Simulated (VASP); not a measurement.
A run of VASP 6.6.1 is set up as follows.

File INCAR:

```
SYSTEM = C
PREC = Accurate ; ENCUT = 520
EDIFF = 1E-6 ; ISMEAR = 0
SIGMA = 0.05 ; LREAL = .False.
LASPH = .True. ; NELM = 100
ALGO = Normal ; ISIF = 2
LWAVE = .False. ; LCHARG = .True.
GGA = PS ; LELF = .True.
LVHAR = .True. ; NBANDS = 11
```

The input KPOINTS:

```
regular mesh
0
Gamma
  12 12 12
  0 0 0
```

Contents of POSCAR:

```
C
1.0
    0.0000000000      1.7120640000      1.8547360000
    1.7120640000      0.0000000000      1.8547360000
    1.7120640000      1.7120640000      0.0000000000
C
2
Direct
    0.5000000000      0.5000000000      0.5000000000
    0.7500000000      0.7500000000      0.7500000000
```

Potentials or basis: VASP PAW PBE potentials, release 64 (C).

Launch:

```console
$ cat potpaw_PBE.64/C/POTCAR > POTCAR
$ mpirun -np 1 vasp_std > vasp.out
```

(1) Predict the pressure.

(2) Predict the band gap on the k mesh.

Results:

(1) 16.4 GPa.

(2) 3.11 eV (least direct gap 4.93 eV).

Caveat: the cell differs from its parent crystal (strain -0.040 along x and y, +0.040 along z); the cell stands under pressure; the PAW data sets were made with another functional, which shifts forces and pressure a little.
